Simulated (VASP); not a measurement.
Crystal: LiCl (kpbe).

```
CELL_PARAMETERS angstrom
0.00000 2.54212 2.54212
2.54212 0.00000 2.54212
2.54212 2.54212 0.00000
ATOMIC_POSITIONS crystal
Li 0.00000 0.00000 0.00000
Cl 0.50000 0.50000 0.50000
```

```yaml
Program: VASP 6.6.1
Task: relaxation of cell and atoms
Functional: PBE
Potentials_or_basis: VASP PAW PBE potentials, release 64 (Li_sv, Cl)
Cutoff: 600 eV
k_mesh: 8 × 8 × 8
Occupations: gaussian, width 0.02 eV
Spin: no spin polarisation
```

At the start: pressure 1.2 GPa; volume 16.43 Å³/atom.

Where does the relaxation end?

Over 4 steps the energy falls by 2.2 meV/atom and the volume is 17.02 Å³/atom (+3.6 %); space group Fm-3m (No. 225, to 0.05 Å).

The path:
```
step  energy change (eV)  largest force (eV/Å)  pressure (GPa)  volume (Å³)
   1              0.0000                0.0000            1.25        32.86
   2             -0.0034                0.0000            0.56        33.47
   3             -0.0044                0.0000           -0.05        34.09
   4             -0.0044                0.0000            0.01        34.04
```

Final structure:
```
Li Cl
1.0
     0.00000    2.57235    2.57235
     2.57235    0.00000    2.57235
     2.57235    2.57235    0.00000
Li Cl
1 1
Cartesian
  0.0000 0.0000 0.0000
  2.5724 2.5724 2.5724
```

Caveat: the cutoff is under 1.25 times the usual one of these potentials, so pressure, stress and relaxed cells hold a basis-set (Pulay) error.
